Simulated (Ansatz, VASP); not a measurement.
NbRu3: VASP beside Ansatz

```
CELL_PARAMETERS angstrom
3.88000 0.00000 0.00000
0.00000 3.88000 0.00000
0.00000 0.00000 3.80240
ATOMIC_POSITIONS crystal
Nb 0.00000 0.00000 0.00000
Ru 0.00000 0.50000 0.50000
Ru 0.50000 0.00000 0.50000
Ru 0.50000 0.50000 0.00000
```

Change from the starting cell: zz strain of -2 %.

Alike in both runs: task single point; functional LDA; k mesh 9 × 9 × 9; occupations fermi-dirac, width 0.05 eV; no spin polarisation.

```csv
,VASP,Ansatz
version,VASP 6.6.1,Ansatz 0.2.0
potentials or method,"VASP PAW LDA potentials, release 64 (Nb_sv, Ru_pv), cutoff 520 eV","all-electron LAPW, scalar-relativistic"
```

Ansatz gave:

* pressure (GPa): -5.9
* traceless stress, the component that is largest in VASP (GPa): 2.16

**Question.** Which values does VASP return?

**Answer.** Pressure (GPa): -5.4; traceless stress, the component that is largest in VASP (GPa): 2.17.

LDA's correlation is that of Perdew and Zunger in VASP and of Perdew and Wang (1992) in Ansatz. Ansatz ran all-electron here, and VASP with PAW potentials.
